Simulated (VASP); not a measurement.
Runs of VASP 6.6.1 on AlN. The structure is that of space group Fm-3m (No. 225), or close to it. The cells are those of the table. 

| task | cell | k mesh | smearing | gap on the mesh (eV) | pressure (GPa) |
| --- | --- | --- | --- | --- | --- |
| single point | a = 2.836 Å, angles 60.0°, 2 atoms | 10 × 10 × 10 | gaussian 0.02 eV | (b) | 0.7 |
| single point | a = 2.835 Å, angles 60.0°, 2 atoms | 8 × 8 × 8 | gaussian 0.1 eV | 4.71 | 0.9 |
| single point | a = 2.877 Å, angles 60.0°, 2 atoms | 8 × 8 × 8 | gaussian 0.1 eV | 4.28 | -10.6 |
| relaxation of cell and atoms | relaxed from a = 2.835 Å, angles 60.0°, 2 atoms | 10 × 10 × 10 | gaussian 0.02 eV | (a) | 0.0 |

Alike in all rows: level LDA; potentials or basis VASP PAW LDA potentials, release 64 (Al, N); no spin polarisation; cutoff (eV) 600.

Fill in the values left out.

(a) 4.68; (b) 4.70.

Caveats: the cell stands under tension (at least some runs).

A k mesh can miss the band edges.
